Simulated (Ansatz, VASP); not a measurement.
**Ta2N: VASP beside Ansatz**

File INCAR:

```
PREC = Accurate ; ENCUT = 520
EDIFF = 1E-7 ; ISMEAR = 0
SIGMA = 0.15 ; LREAL = F
LASPH = T ; NELM = 100
ALGO = Normal ; ISIF = 2
LWAVE = F ; LCHARG = T
GGA = PS ; LELF = T
LVHAR = T ; NBANDS = 20
```

The input KPOINTS:

```
regular mesh
0
Gamma
  18 18 10
```

File POSCAR:

```
Ta2N
1.0
    3.1555807716      0.0000000000      0.0000000000
   -1.5777903858      2.7328131119      0.0000000000
    0.0000000000      0.0000000000      4.8232571780
Ta N
2 1
Direct
    0.6666666667      0.3333333333      0.7462554481
    0.3333333333      0.6666666667      0.2537445519
    0.0000000000      0.0000000000      0.0000000000
```

Input for Ansatz:

```yaml
crystal:
  lattice:
    - [3.1555807716, 0.0, 0.0]
    - [-1.5777903858, 2.7328131119, 0.0]
    - [0.0, 0.0, 4.823257178]
  atoms:
    - { symbol: Ta, position: [0.6666666667, 0.3333333333, 0.7462554481] }
    - { symbol: Ta, position: [0.3333333333, 0.6666666667, 0.2537445519] }
    - { symbol: "N", position: [0.0, 0.0, 0.0] }
basis:
  ecutwfc: 420
kpoints:
  mp_grid: { grid: [18, 18, 10] }
hamiltonian:
  xc: pbesol
scf:
  occupations: { method: gaussian, width: 0.15 }
output:
  forces: true
  stress: true
  eigenvalues: true
```

Change from the starting cell: strain +0.025 along x and y, +0.000 along z, atoms carried along.

Alike in both runs: task single point; functional PBEsol; k mesh 18 × 18 × 10; occupations gaussian, width 0.15 eV; no spin polarisation.

```csv
,VASP,Ansatz
version,VASP 6.6.1,Ansatz 0.2.0
potentials or method,"VASP PAW PBE potentials, release 64 (Ta_pv, N), cutoff 520 eV","scalar-relativistic, plane waves, PAW"
valence electrons in the cell,27,31
```

```tsv
	VASP	Ansatz	Ansatz less VASP
gap on the k mesh at the Fermi level (eV)	none	none	-
pressure (GPa)	-12.9	-13.3	-0.43
traceless stress, the component that is largest in VASP (GPa)	3.22	3.29	+0.065
rms of the force components (eV/Å)	0.195	0.218	+0.0225
```

VASP's potentials were made for PBE, not for PBEsol. Atom by atom the forces differ by 0.022 eV/Å (rms over components). A gap of «none» marks a metal or a gap that the smearing closes. With one functional, cell and mesh, what is left measures potentials, basis and numerics. VASP's potentials hold 27 valence electrons a cell and Ansatz's 31, so a difference there can come from the potentials and not from the codes.

Spin-orbit coupling is off throughout.
